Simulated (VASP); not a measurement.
Input of a VASP 6.6.1 run:

File INCAR:

```
SYSTEM = MoS2
PREC = Accurate
ENCUT = 500
EDIFF = 1E-6
ISMEAR = 0
SIGMA = 0.05
LREAL = .FALSE.
LASPH = .TRUE.
NELM = 120
ALGO = Normal
ISIF = 2
LWAVE = .FALSE.
LCHARG = .FALSE.
GGA = PE
IVDW = 12
NBANDS = 20
GGA_COMPAT = .FALSE.
```

Contents of KPOINTS:

```
Automatic mesh
0
G
  12 12 6
  0 0 0
```

Contents of POSCAR:

```
MoS2
1.0
    3.1067437469      0.0000000000      0.0000000000
   -1.5533718735      2.6905190079      0.0000000000
    0.0000000000      0.0000000000      7.1020162055
Mo S
1 2
Direct
    0.0000000000      0.0000000000      0.0000000000
    0.3333333333      0.6666666667      0.2357940733
    0.3333333333      0.6666666667      0.7642059267
```

Potentials or basis: VASP PAW PBE potentials, release 64 (Mo_sv, S).

Run with:

```sh
$ cat potpaw_PBE.64/Mo_sv/POTCAR potpaw_PBE.64/S/POTCAR > POTCAR
$ mpirun -np 1 vasp_std > vasp.out
```

Q: Predict the dispersion energy per atom.

A: -0.385 eV.

Q: Estimate the largest force.

A: 1.522 eV/Å.

Stress tensor (GPa, compression positive):
```
 -1.12   0.00   0.00
  0.00  -1.12   0.00
  0.00   0.00 -15.07
```

Caveat: forces of over 1 eV/Å act on the atoms, so gaps and moduli don't describe the material at rest.
